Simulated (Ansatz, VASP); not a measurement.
**ZrC in VASP and in Ansatz**

The input INCAR:

```
SYSTEM = ZrC
PREC = Accurate
ENCUT = 520
EDIFF = 1E-6
ISMEAR = 0
SIGMA = 0.15
LREAL = .FALSE.
LASPH = .TRUE.
NELM = 100
ALGO = Normal
ISIF = 2
LWAVE = .FALSE.
LCHARG = .FALSE.
GGA = PE
NBANDS = 15
```

File KPOINTS:

```
regular mesh
0
G
  20 20 20
  0 0 0
```

File POSCAR:

```
ZrC
1.0
    0.0000000000      2.3824086587      2.2871123123
    2.3824086587      0.0000000000      2.2871123123
    2.3824086587      2.3824086587      0.0000000000
Zr C
1 1
Direct
    0.5000000000      0.5000000000      0.5000000000
    0.0000000000      0.0000000000      0.0000000000
```

Input for Ansatz:

```yaml
crystal:
  lattice:
    - [0.0, 2.3824086587, 2.2871123123]
    - [2.3824086587, 0.0, 2.2871123123]
    - [2.3824086587, 2.3824086587, 0.0]
  atoms:
    - { symbol: Zr, position: [0.5, 0.5, 0.5] }
    - { symbol: C, position: [0.0, 0.0, 0.0] }
basis:
  ecutwfc: 420
kpoints:
  mp_grid: { grid: [20, 20, 20] }
hamiltonian:
  xc: pbe
scf:
  occupations: { method: gaussian, width: 0.15 }
output:
  forces: true
  stress: true
  eigenvalues: true
```

Alike in both runs: task single point; functional PBE; k mesh 20 × 20 × 20; occupations gaussian, width 0.15 eV; no spin polarisation.

|  | VASP | Ansatz |
| --- | --- | --- |
| version | VASP 6.6.1 | Ansatz 0.2.0 |
| potentials or method | VASP PAW PBE potentials, release 64 (Zr_sv, C), cutoff 520 eV | scalar-relativistic, plane waves, PAW |
| valence electrons in the cell | 16 | 16 |

Ansatz gave:

- gap on the k mesh at the Fermi level (eV): none
- pressure (GPa): 1.9
- traceless stress, the component that is largest in VASP (GPa): 10.49

Task: Estimate VASP's values.

Result: gap on the k mesh at the Fermi level (eV): none; pressure (GPa): 2.2; traceless stress, the component that is largest in VASP (GPa): 10.54.

A gap of «none» marks a metal or a gap that the smearing closes.
